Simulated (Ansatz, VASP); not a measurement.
# Tl: VASP beside Ansatz

```
Tl
1.0
     0.00000    3.84520    3.84520
     3.84520    0.00000    3.84520
     3.84520    3.84520    0.00000
Tl
2
Cartesian
  0.9613 0.9613 0.9613
  6.7291 6.7291 6.7291
```

Alike in both runs: task single point; functional BLYP; k mesh 8 × 8 × 8; occupations fermi-dirac, width 0.1 eV; no spin polarisation.

|  | VASP | Ansatz |
| --- | --- | --- |
| version | VASP 6.6.1 | Ansatz 0.2.0 |
| potentials or method | VASP PAW PBE potentials, release 64 (Tl_d), cutoff 520 eV | plane waves (420 eV) with PAW, scalar-relativistic |
| valence electrons in the cell | 26 | 26 |

```tsv
	VASP	Ansatz	Ansatz less VASP
pressure (GPa)	-0.8	-0.8	+0.03
```

VASP's potentials were made for PBE, not for BLYP.

Spin-orbit coupling is off throughout.
